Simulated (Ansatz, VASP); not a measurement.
Two plane-wave programs on Al2O3

File POSCAR:

```
Al2O3
1.0
    2.4031550271      1.3874622018      4.3115068004
   -2.4031550271      1.3874622018      4.3115068004
    0.0000000000     -2.7749244036      4.3115068004
Al O
4 6
Direct
    0.8524228138      0.8524228138      0.8524228138
    0.3524228138      0.3524228138      0.3524228138
    0.1475771862      0.1475771862      0.1475771862
    0.6475771862      0.6475771862      0.6475771862
    0.4442193780      0.0557806220      0.7500000000
    0.0557806220      0.7500000000      0.4442193780
    0.5557806220      0.9442193780      0.2500000000
    0.2500000000      0.5557806220      0.9442193780
    0.9442193780      0.2500000000      0.5557806220
    0.7500000000      0.4442193780      0.0557806220
```

File INCAR.step1:

```
SYSTEM = Al2O3
PREC = Accurate ; ENCUT = 520
ISMEAR = 0 ; SIGMA = 0.01
LREAL = .FALSE. ; LASPH = .TRUE.
NELM = 60 ; NBANDS = 35
GGA = PE ; ALGO = Normal
EDIFF = 1E-4 ; LWAVE = .TRUE.
LCHARG = .FALSE.
```

Contents of INCAR.step2:

```
SYSTEM = Al2O3
PREC = Accurate ; ENCUT = 520
EDIFF = 1E-7 ; ISMEAR = 0
SIGMA = 0.01 ; LREAL = .FALSE.
LASPH = .TRUE. ; NELM = 60
ALGO = Normal ; ISIF = 2
LWAVE = .FALSE. ; LCHARG = .TRUE.
METAGGA = R2SCAN ; LMIXTAU = .TRUE.
LELF = .TRUE. ; LVHAR = .TRUE.
NBANDS = 35 ; ISTART = 1
```

Contents of KPOINTS:

```
regular mesh
0
G
  6 6 6
  0 0 0
```

Input for Ansatz:

```yaml
crystal:
  lattice:
    - [2.4031550271, 1.3874622018, 4.3115068004]
    - [-2.4031550271, 1.3874622018, 4.3115068004]
    - [0.0, -2.7749244036, 4.3115068004]
  atoms:
    - { symbol: Al, position: [0.8524228138, 0.8524228138, 0.8524228138] }
    - { symbol: Al, position: [0.3524228138, 0.3524228138, 0.3524228138] }
    - { symbol: Al, position: [0.1475771862, 0.1475771862, 0.1475771862] }
    - { symbol: Al, position: [0.6475771862, 0.6475771862, 0.6475771862] }
    - { symbol: O, position: [0.444219378, 0.055780622, 0.75] }
    - { symbol: O, position: [0.055780622, 0.75, 0.444219378] }
    - { symbol: O, position: [0.555780622, 0.944219378, 0.25] }
    - { symbol: O, position: [0.25, 0.555780622, 0.944219378] }
    - { symbol: O, position: [0.944219378, 0.25, 0.555780622] }
    - { symbol: O, position: [0.75, 0.444219378, 0.055780622] }
kpoints:
  mp_grid: { grid: [6, 6, 6] }
  band_path:
    path:
      - [0.0, 0.0, 0.0]
      - [0.5, 0.5, 0.5]
      - [0.7662811645, 0.2337188355, 0.5]
      - [0.5, -0.2337188355, 0.2337188355]
      - [0.5, 0.0, 0.0]
      - [0.3668594178, -0.3668594178, 0.0]
      - [0.6331405822, 0.0, 0.3668594178]
      - [0.5, 0.0, 0.5]
    npoints: 1
hamiltonian:
  xc: r2scan
scf:
  occupations: { method: fixed }
  n_extra_bands: 6
output:
  forces: true
  stress: true
  eigenvalues: true
```

Change from the starting cell: epitaxial_xy strain +1.0%.

Alike in both runs: task single point; functional r2SCAN; k mesh 6 × 6 × 6; no spin polarisation.

|  | VASP | Ansatz |
| --- | --- | --- |
| version | VASP 6.6.1 | Ansatz 0.2.0 |
| potentials or method | VASP PAW PBE potentials, release 64 (Al, O) | plane waves, PAW |
| plane-wave cutoff (eV) | 520 | 500 |
| occupations | gaussian, width 0.01 eV | fixed |
| valence electrons in the cell | 48 | 48 |

VASP gave:

| Item | Value |
| --- | --- |
| gap on the k mesh at the Fermi level (eV) | 6.84 |
| pressure (GPa) | -4.4 |
| traceless stress, the component that is largest in VASP (GPa) | 3.85 |
| rms of the force components (eV/Å) | 0.008 |

Question: What did Ansatz give for the same quantities?

Answer: gap on the k mesh at the Fermi level (eV): 6.82; pressure (GPa): -3.9; traceless stress, the component that is largest in VASP (GPa): 3.89; rms of the force components (eV/Å): 0.000.

VASP's potentials were made for PBE, not for r2SCAN. Atom by atom the forces differ by 0.008 eV/Å (rms over components).
